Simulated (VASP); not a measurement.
C: single point with PBE

C:

```
C
1.0
     0.00000    1.78580    1.78580
     1.78580    0.00000    1.78580
     1.78580    1.78580    0.00000
C
2
Direct
  0.00000 0.00000 0.00000
  0.25000 0.25000 0.25000
```

```
Program             : VASP 6.6.1
Task                : single point
Functional          : PBE
Potentials or basis : VASP PAW PBE potentials, release 64 (C)
Cutoff              : 600 eV
k mesh              : 6 × 6 × 6
Occupations         : gaussian, width 0.01 eV
Spin                : no spin polarisation
```

```
Pressure               : 0.1 GPa
Band gap on the k mesh : 4.14 eV, indirect (least direct gap 5.58 eV)
```

Levels at points of the mesh, in eV from the valence-band top:
| k point | band 1 | band 2 | band 3 | band 4 | band 5 | band 6 | band 7 | band 8 | band 9 |
| --- | --- | --- | --- | --- | --- | --- | --- | --- | --- |
| (0.00, 0.00, 0.00) | -21.42 | 0.00 | 0.00 | 0.00 | 5.58 | 5.58 | 5.58 | 13.24 | 19.24 |
| (0.50, 0.00, 0.00) | -15.67 | -13.33 | -2.79 | -2.79 | 8.44 | 8.44 | 8.79 | 15.66 | 21.83 |
| (0.50, 0.50, 0.00) | -12.74 | -12.74 | -6.27 | -6.27 | 4.75 | 4.75 | 16.74 | 16.74 | 23.15 |

Wall time 4.8 s on 1 thread of Intel Xeon 8259CL, with other jobs on the host, peak memory 0.11 GiB.

Caveat: the k points lie up to 0.51 Å⁻¹ apart. A k mesh can miss the band edges.
